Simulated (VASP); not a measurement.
# Bi (P2/m) in VASP: notebook

Bi is run at these levels: PBEsol, LDA; tasks: single point.

Program: VASP 6.6.1. These are calculated values, not measurements. Logs are shortened: lines on timing, memory, paths and dates and some standing lists are left out, and cuts for length are marked.

### 1 The cell of the first run

It takes space group P2/m (No. 10, monoclinic). Conventional cell: a = 3.302 Å, b = 3.285 Å, c = 6.571 Å, α = 90.00°, β = 90.72°, γ = 90.00°. Bi (site symmetry m) has 18 Bi at 3.28 to 4.90 Å within 5.0 Å.

### 2 Single point, PBEsol (35.63 Å³/atom)

INCAR reads:

```
SYSTEM = Bi
PREC     = Accurate       ! precision mode
ENCUT    = 520            ! plane-wave cutoff, eV
EDIFF    = 1E-6           ! SCF threshold, eV
ISMEAR   = -1             ! smearing method
SIGMA    = 0.05           ! smearing width, eV
LREAL    = .FALSE.        ! projectors in reciprocal space
LASPH    = .TRUE.         ! aspherical terms in the spheres
NELM     = 60             ! most SCF steps
ALGO     = Fast           ! electronic algorithm
ISIF     = 2              ! what is computed and relaxed
LWAVE    = .FALSE.        ! write WAVECAR
LCHARG   = .FALSE.        ! write CHGCAR
GGA      = PS             ! functional
NBANDS   = 22             ! bands
```

KPOINTS reads:

```
Automatic mesh
0
G
  8 8 4
  0 0 0
```

POSCAR reads:

```
Bi
1.0
    3.3018899442      0.0000000000      0.0000000000
    0.0000000000      3.2848288383      0.0000000000
   -0.0820328266      0.0000000000      6.5702716347
Bi
2
Direct
    0.5442472500      0.0000000000      0.7495778900
    0.4557527500      0.0000000000      0.2504221100
```

Potentials or basis: VASP PAW PBE potentials, release 64 (Bi_d).

Command:

```console
$ cat potpaw_PBE.64/Bi_d/POTCAR > POTCAR
$ mpirun -np 1 vasp_std > vasp.out
```

OUTCAR:

```text
SYSTEM = Bi
   PREC = Accurate
   ENCUT = 520
   EDIFF = 1E-6
   ISMEAR = -1
   LREAL = .FALSE.
   LASPH = .TRUE.
   NELM = 60
   ISIF = 2
   GGA = PS

 ion  position               nearest neighbor table
   1  0.544  0.000  0.750-   2 3.29   2 3.31
   2  0.456  0.000  0.250-   1 3.29   1 3.31

  LATTYP: Found a simple monoclinic cell.
 ALAT       =     3.3018899442
 B/A-ratio  =     0.9948329271
 C/A-ratio  =     1.9900068853
 COS(beta)  =    -0.0124844813

  Lattice vectors:

 A1 = (   3.3018899442,   0.0000000000,   0.0000000000)
 A2 = (   0.0000000000,   3.2848288383,   0.0000000000)
 A3 = (  -0.0820328266,   0.0000000000,   6.5702716347)

Analysis of symmetry for initial positions (statically):
=====================================================================
 Subroutine PRICEL returns:
 Original cell was already a primitive cell.

 Routine SETGRP: Setting up the symmetry group for a
 simple monoclinic supercell.

 Subroutine GETGRP returns: Found  4 space group operations
 (whereof  4 operations were pure point group operations)
 out of a pool of  4 trial point group operations.

The static configuration has the point symmetry C_2h.

Analysis of symmetry for dynamics (positions and initial velocities):
=====================================================================
 Subroutine PRICEL returns:
 Original cell was already a primitive cell.

 Routine SETGRP: Setting up the symmetry group for a
 simple monoclinic supercell.

 Subroutine GETGRP returns: Found  4 space group operations
 (whereof  4 operations were pure point group operations)
 out of a pool of  4 trial point group operations.

The dynamic configuration has the point symmetry C_2h.

 Subroutine INISYM returns: Found  4 space group operations
 (whereof  4 operations are pure point group operations),
 and found     1 'primitive' translations

----------------------------------------------------------------------------------------

                                     Primitive cell

  volume of cell :      71.2621

  direct lattice vectors                    reciprocal lattice vectors
     3.301889944  0.000000000  0.000000000     0.302856854  0.000000000  0.003781305
     0.000000000  3.284828838  0.000000000     0.000000000  0.304429865  0.000000000
    -0.082032827  0.000000000  6.570271635     0.000000000  0.000000000  0.152200709

  length of vectors
     3.301889944  3.284828838  6.570783723     0.302880459  0.304429865  0.152200709

  position of ions in fractional coordinates (direct lattice)
     0.544247250  0.000000000  0.749577890
     0.455752750  0.000000000  0.250422110

  ion indices of the primitive-cell ions
   primitive index   ion index
                 1           1
                 2           2

----------------------------------------------------------------------------------------

 KPOINTS: Automatic mesh

Automatic generation of k-mesh.
 Grid dimensions read from file:
 generate k-points for:    8    8    4

 Generating k-lattice:

  Cartesian coordinates                     Fractional coordinates (reciprocal lattice)
     0.037857107  0.000000000  0.000472663     0.125000000  0.000000000 -0.000000000
     0.000000000  0.038053733  0.000000000     0.000000000  0.125000000  0.000000000
     0.000000000  0.000000000  0.038050177     0.000000000  0.000000000  0.250000000

  Length of vectors
     0.037860057  0.038053733  0.038050177

  Shift w.r.t. Gamma in fractional coordinates (k-lattice)
     0.000000000  0.000000000  0.000000000

 Subroutine IBZKPT returns following result:
 ===========================================

 Found     90 irreducible k-points:

 Following reciprocal coordinates:
            Coordinates               Weight
  0.000000  0.000000  0.000000      1.000000
  0.125000  0.000000  0.000000      2.000000
  0.250000  0.000000  0.000000      2.000000
  0.375000  0.000000  0.000000      2.000000
  0.500000  0.000000  0.000000      1.000000
  0.000000  0.125000  0.000000      2.000000
[... 16 lines left out ...]
  0.250000  0.500000  0.000000      2.000000
  0.375000  0.500000  0.000000      2.000000
 [... further k-points ...]
   k-points           NKPTS =     90   k-points in BZ     NKDIM =     90   number of bands    NBANDS=     22
   number of dos      NEDOS =    301   number of ions     NIONS =      2
   total plane-waves  NPLWV =  33600
   dimension x,y,z NGX =    28 NGY =   24 NGZ =   50
   dimension x,y,z NGXF=    56 NGYF=   48 NGZF=  100
   ions per type =               2
   NGX,Y,Z   is equivalent  to a cutoff of  14.10, 12.15, 12.65 a.u.
   NGXF,Y,Z  is equivalent  to a cutoff of  28.20, 24.29, 25.30 a.u.
 SYSTEM =  Bi
   PREC   = accura    normal or accurate (medium, high low for compatibility)
   ISTART =      0    job   : 0-new  1-cont  2-samecut
   ICHARG =      2    charge: 1-file 2-atom 10-const
   ISPIN  =      1    spin polarized calculation?
   LNONCOLLINEAR =      F non collinear calculations
   LSORBIT =      F    spin-orbit coupling
   LASPH  =      T    aspherical Exc in radial PAW
   ENCUT  =  520.0 eV  38.22 Ry    6.18 a.u.   6.14  6.11 12.22*2*pi/ulx,y,z
   NELM   =     60;   NELMIN=  2; NELMDL= -5     # of ELM steps
   EDIFF  = 0.1E-05   stopping-criterion for ELM
   LREAL  =      F    real-space projection
   EDIFFG = 0.1E-04   stopping-criterion for IOM
   NSW    =      0    number of steps for IOM
   IBRION =     -1    ionic relax: 0-MD 1-quasi-New 2-CG
   NFREE  =      0    steps in history (QN), initial steepest desc. (CG)
   ISIF   =      2    stress and relaxation
   ISYM   =      2    0-nonsym 1-usesym 2-fastsym
   POTIM  = 0.5000    time-step for ionic-motion
   TEBEG  =    0.0;   TEEND  =   0.0 temperature during run
   PSTRESS=    0.0 pullay stress
   NELECT =      30.0000    total number of electrons
   NUPDOWN=      -1.0000    fix difference up-down
   EMIN   =  10.00;   EMAX   =-10.00  energy-range for DOS
   EFERMI =   0.00;   METHOD = LEGACY
   ISMEAR =    -1;   SIGMA  =   0.05  broadening in eV -4-tet -1-fermi 0-gaus
   EFERMI_NEDOS =   21; number of points for ismear=-14 and -15
   IALGO  =     68    algorithm
   IMIX   =      4    mixing-type and parameters
     AMIX     =   0.40;   BMIX     =  1.00
     AMIX_MAG =   1.60;   BMIX_MAG =  1.00
  volume/ion in A,a.u.               =      35.63       240.45
  Fermi-wavevector in a.u.,A,eV,Ry     =   1.226956  2.318611 20.482500  1.505421
  Thomas-Fermi vector in A             =   2.361938
   LORBIT       =      0    0 simple, 1 ext, 2 COOP (PROOUT), +10 PAW based schemes
   GGA     = PS    functional components
   LHFCALC =     F    Hartree Fock is set to
   AEXX    =    0.0000 exact exchange contribution
   IVDW    =     0    specifies the selected vdW correction
   LEPSILON=     F    determine dielectric tensor
   LRPA    =     F    only Hartree local field effects (RPA)
 non-spin polarized calculation
 RMM-DIIS sequential band-by-band and
  energy-cutoff  :      520.00
  volume of cell :       71.26
 maximum number of plane-waves:      1944
 NGX is ok and might be reduce to    28
   NGX = 13   NGY = 13   NGZ = 25

 number of electron      29.9999987 magnetization

 Free energy of the ion-electron system (eV)
  ---------------------------------------------------
  ext. energy  EPLUGINS =         0.00000000
  ---------------------------------------------------
  free energy    TOTEN  =        -8.48899476 eV

  energy without entropy =       -8.47438862  energy(sigma->0) =       -8.48169169

 E-fermi :   5.9506     XC(G=0):  -9.6858

 val. band max:        5.9421047174   @ k =  -0.3750   0.2500   0.2500
 cond. band min:       5.9529364460   @ k =   0.1250   0.2500   0.2500
 fundamental gap:      0.0108317286
 Fermi energy:         5.9505759914

 k-point     1 :       0.0000    0.0000    0.0000
  band No.  band energies     occupation
      1     -16.8325      2.00000
      2     -16.8248      2.00000
      3     -16.8190      2.00000
      4     -16.6167      2.00000
      5     -16.6166      2.00000
      6     -16.5967      2.00000
[... 14 lines left out ...]
     21      13.8891      0.00000
     22      15.5282      0.00000

 k-point     2 :       0.1250    0.0000    0.0000
  band No.  band energies     occupation
      1     -16.8296      2.00000
      2     -16.7944      2.00000
      3     -16.7914      2.00000
      4     -16.6303      2.00000
      5     -16.6156      2.00000
      6     -16.5833      2.00000
[... 14 lines left out ...]
     21      13.9183      0.00000
     22      15.6122      0.00000

 k-point     3 :       0.2500    0.0000    0.0000
  band No.  band energies     occupation
      1     -16.8252      2.00000
      2     -16.7469      2.00000
      3     -16.7085      2.00000
      4     -16.6632      2.00000
      5     -16.6128      2.00000
      6     -16.5891      2.00000
[... 14 lines left out ...]
     21      14.3781      0.00000
     22      16.6028      0.00000

 k-point     4 :       0.3750    0.0000    0.0000
  band No.  band energies     occupation
      1     -16.8209      2.00000
      2     -16.7159      2.00000
      3     -16.6958      2.00000
      4     -16.6255      2.00000
      5     -16.6137      2.00000
      6     -16.6101      2.00000
[... 14 lines left out ...]
     21      15.1567      0.00000
     22      17.1844      0.00000

 k-point     5 :       0.5000    0.0000    0.0000
  band No.  band energies     occupation
      1     -16.8192      2.00000
      2     -16.7094      2.00000
      3     -16.7066      2.00000
      4     -16.6243      2.00000
      5     -16.6147      2.00000
      6     -16.6092      2.00000
[... 417 lines left out ...]
 k-point    22 :       0.1250    0.5000    0.0000
  band No.  band energies     occupation
      1     -16.7883      2.00000
      2     -16.7109      2.00000
      3     -16.6642      2.00000
      4     -16.6323      2.00000
      5     -16.6250      2.00000
      6     -16.6217      2.00000
[... 14 lines left out ...]
     21      15.8585      0.00000
     22      16.0862      0.00000

 k-point    23 :       0.2500    0.5000    0.0000
  band No.  band energies     occupation
      1     -16.7404      2.00000
      2     -16.7068      2.00000
      3     -16.6649      2.00000
      4     -16.6561      2.00000
      5     -16.6534      2.00000
      6     -16.6169      2.00000
[... 14 lines left out ...]
     21      13.7282      0.00000
     22      13.9621      0.00000

 k-point    24 :       0.3750    0.5000    0.0000
  band No.  band energies     occupation
      1     -16.7086      2.00000
      2     -16.7027      2.00000
      3     -16.6972      2.00000
      4     -16.6870      2.00000
      5     -16.6847      2.00000
      6     -16.6143      2.00000
[... 14 lines left out ...]
     21      12.0032      0.00000
     22      13.0569      0.00000

 [... further k-points ...]

------------------------ aborting loop because EDIFF is reached ----------------------------------------

  FORCE on cell =-STRESS in cart. coord.  units (eV):
  Direction    XX          YY          ZZ          XY          YZ          ZX
  --------------------------------------------------------------------------------------
  -------------------------------------------------------------------------------------
  Total       -1.4659535     -1.1918196     -1.5506211      0.0000000      0.0000000     -0.0230883
  in kB      -32.9588542    -26.7955354    -34.8624273      0.0000000      0.0000000     -0.5190915
  external PRESSURE =     -31.5389390 kB  Pullay stress =       0.0000000 kB

 VOLUME and BASIS-vectors are now :
 -----------------------------------------------------------------------------
  energy-cutoff  :      520.00
  volume of cell :       71.26
      direct lattice vectors                 reciprocal lattice vectors
     3.301889944  0.000000000  0.000000000     0.302856854  0.000000000  0.003781305
     0.000000000  3.284828838  0.000000000     0.000000000  0.304429865  0.000000000
    -0.082032827  0.000000000  6.570271635     0.000000000  0.000000000  0.152200709

 POSITION                                       TOTAL-FORCE (eV/Angst)
 -----------------------------------------------------------------------------------
      1.73555      0.00000      4.92493        -0.011946      0.000000     -0.018402
      1.48430      0.00000      1.64534         0.011946      0.000000      0.018402
 -----------------------------------------------------------------------------------
    total drift:                                0.000000     -0.000000     -0.000000

  FREE ENERGIE OF THE ION-ELECTRON SYSTEM (eV)
  ---------------------------------------------------
  free  energy   TOTEN  =        -8.4889947605 eV

  energy  without entropy=       -8.4743886207  energy(sigma->0) =       -8.48169169
```

It took 3.9 min on 1 thread of Intel Xeon 8259CL, shared host; peak memory 0.25 GiB.

Results:

- Free energy: -8.4890 eV
- Pressure: -3.2 GPa
- Largest force: 0.022 eV/Å
- Band gap on the k mesh: zero (bands 15 and 16 overlap by 5.93 eV)

Forces in eV/Å, atoms in the order of the input:
```
Bi  -0.012  0.000 -0.018
Bi   0.012  0.000  0.018
```

Stress tensor (GPa, compression positive):
```
-3.30  0.00 -0.05
 0.00 -2.68  0.00
-0.05  0.00 -3.49
```

Caveat: the cell stands under tension; the PAW data sets were made with another functional, which shifts forces and pressure a little; spin-orbit coupling is left out, which moves the levels of the heavy elements.

### 3 Single point, LDA (31.60 Å³/atom)

This run uses another cell than the first one, of 31.60 Å³/atom.

INCAR reads:

```
PREC = Accurate
ENCUT = 520
EDIFF = 1E-7
ISMEAR = -1
SIGMA = 0.05
LREAL = False
LASPH = True
NELM = 80
ALGO = Normal
ISIF = 2
LWAVE = False
LCHARG = False
GGA = CA
NBANDS = 22
```

KPOINTS reads:

```
regular mesh
0
Gamma
  8 8 4
```

POSCAR reads:

```
Bi
1.0
    3.1722683854      0.0000000000      0.0000000000
    0.0000000000      3.1558770435      0.0000000000
   -0.0788124821      0.0000000000      6.3123439430
Bi
2
Direct
    0.5442472500      0.0000000000      0.7495778900
    0.4557527500      0.0000000000      0.2504221100
```

Potentials or basis: VASP PAW LDA potentials, release 64 (Bi_d).

Command:

```console
$ cat potpaw_LDA.64/Bi_d/POTCAR > POTCAR
$ mpirun -np 1 vasp_std > vasp.out
```

It took 1.7 min on 1 thread of Intel Xeon 8259CL, shared host; peak memory 0.21 GiB.

Results (log left out):

| Quantity | Value |
| --- | --- |
| Free energy | -9.0472 eV |
| Pressure | 1.9 GPa |
| Largest force | 0.010 eV/Å |
| Band gap on the k mesh | zero (bands 15 and 16 overlap by 6.69 eV) |

Forces on the atoms (eV/Å):
```
Bi   0.009  0.000 -0.005
Bi  -0.009  0.000  0.005
```

Stress tensor (GPa, compression positive):
```
 1.71  0.00 -0.17
 0.00  2.58  0.00
-0.17  0.00  1.43
```

Levels at points of the mesh, in eV from the Fermi level:
| k point | band 13 | band 14 | band 15 | band 16 | band 17 | band 18 |
| --- | --- | --- | --- | --- | --- | --- |
| (0.00, 0.00, 0.00) | -5.44 | 3.35 | 3.40 | 3.42 | 5.11 | 5.56 |
| (0.50, 0.00, 0.00) | -5.39 | -3.47 | -3.32 | 2.30 | 5.54 | 5.79 |
| (0.00, 0.50, 0.00) | -5.45 | -3.40 | -3.38 | 2.62 | 5.51 | 5.55 |
| (0.50, 0.50, 0.00) | -3.41 | -3.33 | -1.54 | -1.50 | -1.36 | 2.66 |
| (0.00, 0.00, 0.50) | -1.95 | -1.92 | 4.10 | 4.20 | 4.31 | 4.33 |
| (0.50, 0.00, 0.50) | -4.66 | -4.63 | 0.21 | 0.31 | 5.40 | 5.46 |
| (0.00, 0.50, 0.50) | -4.62 | -4.60 | 0.24 | 0.28 | 5.45 | 5.46 |
| (0.50, 0.50, 0.50) | -2.63 | -2.61 | -2.60 | -2.59 | 2.37 | 2.48 |

Caveat: spin-orbit coupling is left out, which moves the levels of the heavy elements.

(Continued in part 2 of 2.)
